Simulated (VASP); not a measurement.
Runs of VASP 6.6.1 on MgO. The structure is that of space group Fm-3m (No. 225), or close to it. The cells are those of the table. 

```tsv
cell	gap on the mesh (eV)	pressure (GPa)
a = 3.012 Å, angles 60.0°, 2 atoms	(a)	-6.0
a = 2.891 Å, angles 60.0°, 2 atoms	6.60	16.2
a = 2.973 Å, angles 60.0°, 2 atoms	5.70	0.0
a = 2.933 Å, angles 60.0°, 2 atoms	(b)	7.0
```

Alike in all rows: task single point; level r2SCAN; potentials or basis VASP PAW PBE potentials, release 64 (Mg_sv, O); no spin polarisation; k mesh 8 × 8 × 8; cutoff (eV) 750; smearing gaussian 0.05 eV.

**Question.** Fill in the values left out.

**Answer.** (a) 5.32; (b) 6.13.

Caveats: the PAW data sets were made with another functional, which shifts forces and pressure a little; the cell stands under pressure (at least some runs); the cell stands under tension (at least some runs).

